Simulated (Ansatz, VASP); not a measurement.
## Two plane-wave programs on AgBr

```
Ag Br
1.0
     2.83770    2.83770    0.00000
    -2.83770    2.83770    0.00000
     0.00000    2.83770    2.83770
Ag Br
1 1
Direct
  0.00000 0.00000 0.00000
  0.50000 0.50000 0.00000
```

Alike in both runs: functional PBEsol; k mesh 12 × 12 × 12; occupations fermi-dirac, width 0.1 eV; no spin polarisation.

Ansatz relaxed the structure, and its values are those at the end. VASP's run is a single point on that final structure, the one shown.

```csv
,VASP,Ansatz
version,VASP 6.6.1,Ansatz 0.2.0
potentials or method,"VASP PAW PBE potentials, release 64 (Ag, Br)","PAW with Ansatz's default frozen-core files, scalar-relativistic"
plane-wave cutoff (eV),500,420
valence electrons in the cell,18,26
```

VASP gave:

```
pressure (GPa) : -0.1
```

Problem. Which values does Ansatz return?

Solution. Pressure (GPa): 0.0.

VASP's potentials were made for PBE, not for PBEsol. VASP's potentials hold 18 valence electrons a cell and Ansatz's 26, so a difference there can come from the potentials and not from the codes.
